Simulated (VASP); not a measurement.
# ScGa3Te (Pm-3m) in VASP: further runs

Runs on ScGa3Te. Level: PBE. Tasks: single point, relaxation of cell and atoms.

Program: VASP 6.6.1. These are calculated values, not measurements. Logs are shortened: lines on timing, memory, paths and dates and some standing lists are left out, and cuts for length are marked.

### Step 1. The cell of the first run

The structure is cubic, space group Pm-3m (No. 221). The conventional cell has a = 5.349 Å, b = 5.349 Å, c = 5.349 Å, α = 90.00°, β = 90.00°, γ = 90.00°. Sc (site symmetry m-3m) has 12 Ga at 3.78 Å and 8 Te at 4.63 Å within 5.0 Å. Ga (site symmetry 4/mmm) has 2 Te at 2.67 Å within 3.5 Å. Te (site symmetry m-3m) has 6 Ga at 2.67 Å within 3.5 Å.

The cell was generated, and may not be a known phase.

### Step 2. Single point, PBE

INCAR

```
SYSTEM = ScGa3Te
ALGO     = Fast           ! electronic algorithm
EDIFF    = 1E-7           ! SCF threshold, eV
ENCUT    = 520            ! plane-wave cutoff, eV
GGA      = PE             ! functional
ISIF     = 2              ! what is computed and relaxed
ISMEAR   = 0              ! smearing method
LASPH    = .True.         ! aspherical terms in the spheres
LCHARG   = .True.         ! write CHGCAR
LELF     = .True.         ! ELF
LREAL    = .False.        ! projectors in reciprocal space
LVHAR    = .True.       
LWAVE    = .False.        ! write WAVECAR
NBANDS   = 36             ! bands
NELM     = 100            ! most SCF steps
PREC     = Accurate       ! precision mode
SIGMA    = 0.1            ! smearing width, eV
```

KPOINTS

```
k-points
0
Gamma
  8 8 8
  0 0 0
```

POSCAR

```
ScGa3Te
1.0
    5.3491381188      0.0000000000      0.0000000000
    0.0000000000      5.3491381188      0.0000000000
    0.0000000000      0.0000000000      5.3491381188
Sc Ga Te
1 3 1
Direct
    0.0000000000      0.0000000000      0.0000000000
    0.5000000000      0.5000000000      0.0000000000
    0.5000000000      0.0000000000      0.5000000000
    0.0000000000      0.5000000000      0.5000000000
    0.5000000000      0.5000000000      0.5000000000
```

Potentials or basis: VASP PAW PBE potentials, release 64 (Sc_sv, Ga_d, Te).

Launch:

```console
> cat potpaw_PBE.64/Sc_sv/POTCAR potpaw_PBE.64/Ga_d/POTCAR potpaw_PBE.64/Te/POTCAR > POTCAR
> mpirun -np 1 vasp_std > vasp.out
```

OUTCAR:

```text
SYSTEM = ScGa3Te
   EDIFF = 1E-7
   ENCUT = 520
   GGA = PE
   ISIF = 2
   ISMEAR = 0
   LASPH = .True.
   LREAL = .False.
   NELM = 100
   PREC = Accurate

 ion  position               nearest neighbor table
   1  0.000  0.000  0.000-
   2  0.500  0.500  0.000-   5 2.67   5 2.67
   3  0.500  0.000  0.500-   5 2.67   5 2.67
   4  0.000  0.500  0.500-   5 2.67   5 2.67
   5  0.500  0.500  0.500-   2 2.67   3 2.67   4 2.67   2 2.67   3 2.67   4 2.67

  LATTYP: Found a simple cubic cell.
 ALAT       =     5.3491381188

  Lattice vectors:

 A1 = (   5.3491381188,   0.0000000000,   0.0000000000)
 A2 = (   0.0000000000,   5.3491381188,   0.0000000000)
 A3 = (   0.0000000000,   0.0000000000,   5.3491381188)

Analysis of symmetry for initial positions (statically):
=====================================================================
 Subroutine PRICEL returns:
 Original cell was already a primitive cell.

 Routine SETGRP: Setting up the symmetry group for a
 simple cubic supercell.

 Subroutine GETGRP returns: Found 48 space group operations
 (whereof 48 operations were pure point group operations)
 out of a pool of 48 trial point group operations.

The static configuration has the point symmetry O_h .

Analysis of symmetry for dynamics (positions and initial velocities):
=====================================================================
 Subroutine PRICEL returns:
 Original cell was already a primitive cell.

 Routine SETGRP: Setting up the symmetry group for a
 simple cubic supercell.

 Subroutine GETGRP returns: Found 48 space group operations
 (whereof 48 operations were pure point group operations)
 out of a pool of 48 trial point group operations.

The dynamic configuration has the point symmetry O_h .

 Subroutine INISYM returns: Found 48 space group operations
 (whereof 48 operations are pure point group operations),
 and found     1 'primitive' translations

----------------------------------------------------------------------------------------

                                     Primitive cell

  volume of cell :     153.0564

  direct lattice vectors                    reciprocal lattice vectors
     5.349138119  0.000000000  0.000000000     0.186946005  0.000000000  0.000000000
     0.000000000  5.349138119  0.000000000     0.000000000  0.186946005  0.000000000
     0.000000000  0.000000000  5.349138119     0.000000000  0.000000000  0.186946005

  length of vectors
     5.349138119  5.349138119  5.349138119     0.186946005  0.186946005  0.186946005

  position of ions in fractional coordinates (direct lattice)
     0.000000000  0.000000000  0.000000000
     0.500000000  0.500000000  0.000000000
     0.500000000  0.000000000  0.500000000
     0.000000000  0.500000000  0.500000000
     0.500000000  0.500000000  0.500000000

  ion indices of the primitive-cell ions
   primitive index   ion index
                 1           1
                 2           2
                 3           3
                 4           4
                 5           5

----------------------------------------------------------------------------------------

 KPOINTS: k-points

Automatic generation of k-mesh.
 Grid dimensions read from file:
 generate k-points for:    8    8    8

 Generating k-lattice:

  Cartesian coordinates                     Fractional coordinates (reciprocal lattice)
     0.023368251  0.000000000  0.000000000     0.125000000  0.000000000  0.000000000
     0.000000000  0.023368251  0.000000000     0.000000000  0.125000000  0.000000000
     0.000000000  0.000000000  0.023368251     0.000000000  0.000000000  0.125000000

  Length of vectors
     0.023368251  0.023368251  0.023368251

  Shift w.r.t. Gamma in fractional coordinates (k-lattice)
     0.000000000  0.000000000  0.000000000

 Subroutine IBZKPT returns following result:
 ===========================================

 Found     35 irreducible k-points:

 Following reciprocal coordinates:
            Coordinates               Weight
  0.000000  0.000000  0.000000      1.000000
  0.125000  0.000000  0.000000      6.000000
  0.250000  0.000000  0.000000      6.000000
  0.375000  0.000000  0.000000      6.000000
  0.500000  0.000000  0.000000      3.000000
  0.125000  0.125000  0.000000     12.000000
[... 16 lines left out ...]
  0.375000  0.375000  0.125000     24.000000
  0.500000  0.375000  0.125000     24.000000
 [... further k-points ...]
   k-points           NKPTS =     35   k-points in BZ     NKDIM =     35   number of bands    NBANDS=     36
   number of dos      NEDOS =    301   number of ions     NIONS =      5
   total plane-waves  NPLWV =  64000
   dimension x,y,z NGX =    40 NGY =   40 NGZ =   40
   dimension x,y,z NGXF=    80 NGYF=   80 NGZF=   80
   ions per type =               1   3   1
   NGX,Y,Z   is equivalent  to a cutoff of  12.43, 12.43, 12.43 a.u.
   NGXF,Y,Z  is equivalent  to a cutoff of  24.86, 24.86, 24.86 a.u.
 SYSTEM =  ScGa3Te
   PREC   = accura    normal or accurate (medium, high low for compatibility)
   ISTART =      0    job   : 0-new  1-cont  2-samecut
   ICHARG =      2    charge: 1-file 2-atom 10-const
   ISPIN  =      1    spin polarized calculation?
   LNONCOLLINEAR =      F non collinear calculations
   LSORBIT =      F    spin-orbit coupling
   LASPH  =      T    aspherical Exc in radial PAW
   ENCUT  =  520.0 eV  38.22 Ry    6.18 a.u.   9.95  9.95  9.95*2*pi/ulx,y,z
   NELM   =    100;   NELMIN=  2; NELMDL= -5     # of ELM steps
   EDIFF  = 0.1E-06   stopping-criterion for ELM
   LREAL  =      F    real-space projection
   EDIFFG = 0.1E-05   stopping-criterion for IOM
   NSW    =      0    number of steps for IOM
   IBRION =     -1    ionic relax: 0-MD 1-quasi-New 2-CG
   NFREE  =      0    steps in history (QN), initial steepest desc. (CG)
   ISIF   =      2    stress and relaxation
   ISYM   =      2    0-nonsym 1-usesym 2-fastsym
   POTIM  = 0.5000    time-step for ionic-motion
   TEBEG  =    0.0;   TEEND  =   0.0 temperature during run
   PSTRESS=    0.0 pullay stress
   NELECT =      56.0000    total number of electrons
   NUPDOWN=      -1.0000    fix difference up-down
   EMIN   =  10.00;   EMAX   =-10.00  energy-range for DOS
   EFERMI =   0.00;   METHOD = LEGACY
   ISMEAR =     0;   SIGMA  =   0.10  broadening in eV -4-tet -1-fermi 0-gaus
   EFERMI_NEDOS =   21; number of points for ismear=-14 and -15
   IALGO  =     68    algorithm
   IMIX   =      4    mixing-type and parameters
     AMIX     =   0.40;   BMIX     =  1.00
     AMIX_MAG =   1.60;   BMIX_MAG =  1.00
  volume/ion in A,a.u.               =      30.61       206.58
  Fermi-wavevector in a.u.,A,eV,Ry     =   1.170901  2.212683 18.653728  1.371010
  Thomas-Fermi vector in A             =   2.307353
   LORBIT       =      0    0 simple, 1 ext, 2 COOP (PROOUT), +10 PAW based schemes
   GGA     = PE    functional components
   LHFCALC =     F    Hartree Fock is set to
   AEXX    =    0.0000 exact exchange contribution
   IVDW    =     0    specifies the selected vdW correction
   LEPSILON=     F    determine dielectric tensor
   LRPA    =     F    only Hartree local field effects (RPA)
 non-spin polarized calculation
 RMM-DIIS sequential band-by-band and
 Gauss-broadening in eV      SIGMA  =   0.10
  energy-cutoff  :      520.00
  volume of cell :      153.06
 maximum number of plane-waves:      4224
 NGX is ok and might be reduce to    40
   NGX = 19   NGY = 19   NGZ = 19

 number of electron      56.0000007 magnetization

 Free energy of the ion-electron system (eV)
  ---------------------------------------------------
  ext. energy  EPLUGINS =         0.00000000
  ---------------------------------------------------
  free energy    TOTEN  =       -14.65433589 eV

  energy without entropy =      -14.61545867  energy(sigma->0) =      -14.63489728

 E-fermi :   3.3683     XC(G=0):  -8.8991

 val. band max:        3.3681843770   @ k =   0.5000   0.3750   0.2500
 cond. band min:       3.3887739652   @ k =   0.2500   0.0000   0.0000
 fundamental gap:      0.0205895882
 Fermi energy:         3.3682536767

 k-point     1 :       0.0000    0.0000    0.0000
  band No.  band energies     occupation
      1     -47.8556      2.00000
      2     -26.4286      2.00000
      3     -26.4286      2.00000
      4     -26.4286      2.00000
      5     -11.8487      2.00000
      6     -11.4796      2.00000
[... 28 lines left out ...]
     35       5.8101      0.00000
     36       5.8125      0.00000

 k-point     2 :       0.1250    0.0000    0.0000
  band No.  band energies     occupation
      1     -47.8556      2.00000
      2     -26.4287      2.00000
      3     -26.4286      2.00000
      4     -26.4286      2.00000
      5     -11.8341      2.00000
      6     -11.4845      2.00000
[... 28 lines left out ...]
     35       5.8229      0.00000
     36       5.8459      0.00000

 k-point     3 :       0.2500    0.0000    0.0000
  band No.  band energies     occupation
      1     -47.8556      2.00000
      2     -26.4288      2.00000
      3     -26.4286      2.00000
      4     -26.4286      2.00000
      5     -11.7964      2.00000
      6     -11.4986      2.00000
[... 28 lines left out ...]
     35       6.0213      0.00000
     36       6.0389      0.00000

 k-point     4 :       0.3750    0.0000    0.0000
  band No.  band energies     occupation
      1     -47.8556      2.00000
      2     -26.4290      2.00000
      3     -26.4286      2.00000
      4     -26.4286      2.00000
      5     -11.7534      2.00000
      6     -11.5176      2.00000
[... 28 lines left out ...]
     35       6.0433      0.00000
     36       6.3656      0.00000

 k-point     5 :       0.5000    0.0000    0.0000
  band No.  band energies     occupation
      1     -47.8556      2.00000
      2     -26.4290      2.00000
      3     -26.4286      2.00000
      4     -26.4286      2.00000
      5     -11.7330      2.00000
      6     -11.5279      2.00000
[... 655 lines left out ...]
 k-point    22 :       0.5000    0.2500    0.1250
  band No.  band energies     occupation
      1     -47.8556      2.00000
      2     -26.4290      2.00000
      3     -26.4288      2.00000
      4     -26.4286      2.00000
      5     -11.6685      2.00000
      6     -11.5312      2.00000
[... 28 lines left out ...]
     35       5.4946      0.00000
     36       6.3355      0.00000

 k-point    23 :       0.3750    0.3750    0.1250
  band No.  band energies     occupation
      1     -47.8556      2.00000
      2     -26.4289      2.00000
      3     -26.4289      2.00000
      4     -26.4286      2.00000
      5     -11.6467      2.00000
      6     -11.5253      2.00000
[... 28 lines left out ...]
     35       5.8104      0.00000
     36       6.0825      0.00000

 k-point    24 :       0.5000    0.3750    0.1250
  band No.  band energies     occupation
      1     -47.8556      2.00000
      2     -26.4290      2.00000
      3     -26.4289      2.00000
      4     -26.4286      2.00000
      5     -11.6245      2.00000
      6     -11.5330      2.00000
[... 28 lines left out ...]
     35       5.6930      0.00000
     36       6.3210      0.00000

 [... further k-points ...]

------------------------ aborting loop because EDIFF is reached ----------------------------------------

  FORCE on cell =-STRESS in cart. coord.  units (eV):
  Direction    XX          YY          ZZ          XY          YZ          ZX
  --------------------------------------------------------------------------------------
  -------------------------------------------------------------------------------------
  Total        0.0806376      0.0806376      0.0806376     -0.0000000     -0.0000000      0.0000000
  in kB        0.8441054      0.8441054      0.8441054     -0.0000000     -0.0000000      0.0000000
  external PRESSURE =       0.8441054 kB  Pullay stress =       0.0000000 kB

 VOLUME and BASIS-vectors are now :
 -----------------------------------------------------------------------------
  energy-cutoff  :      520.00
  volume of cell :      153.06
      direct lattice vectors                 reciprocal lattice vectors
     5.349138119  0.000000000  0.000000000     0.186946005  0.000000000  0.000000000
     0.000000000  5.349138119  0.000000000     0.000000000  0.186946005  0.000000000
     0.000000000  0.000000000  5.349138119     0.000000000  0.000000000  0.186946005

 POSITION                                       TOTAL-FORCE (eV/Angst)
 -----------------------------------------------------------------------------------
      0.00000      0.00000      0.00000         0.000000      0.000000      0.000000
      2.67457      2.67457      0.00000         0.000000      0.000000      0.000000
      2.67457      0.00000      2.67457         0.000000      0.000000      0.000000
      0.00000      2.67457      2.67457         0.000000      0.000000      0.000000
      2.67457      2.67457      2.67457         0.000000      0.000000      0.000000
 -----------------------------------------------------------------------------------
    total drift:                               -0.000000     -0.000000     -0.000000

  FREE ENERGIE OF THE ION-ELECTRON SYSTEM (eV)
  ---------------------------------------------------
  free  energy   TOTEN  =       -14.6543358933 eV

  energy  without entropy=      -14.6154586745  energy(sigma->0) =      -14.63489728
```

Wall time 5.3 min (1 thread of Intel Xeon Platinum 8559C (Emerald Rapids), shared host); peak memory 0.37 GiB.

Results:

* Free energy: -14.6543 eV
* Pressure: 0.1 GPa
* Band gap on the k mesh: zero (bands 28 and 29 overlap by 1.41 eV)

Levels at points of the mesh, in eV from the Fermi level:
```csv
k point,band 26,band 27,band 28,band 29,band 30,band 31
"(0.00, 0.00, 0.00)",-4.53,0.58,0.58,0.61,0.62,1.46
"(0.50, 0.00, 0.00)",-0.76,-0.33,0.30,0.30,0.39,0.39
"(0.50, 0.50, 0.00)",-0.28,-0.28,0.61,0.61,0.69,0.75
"(0.50, 0.50, 0.50)",-1.77,0.16,0.55,0.55,0.57,0.82
```

Caveat: spin-orbit coupling is left out, which moves the levels of the heavy elements.

(Continued in part 2 of 2.)

The gap in the log of VASP goes by the Fermi energy; the results here count the filled bands.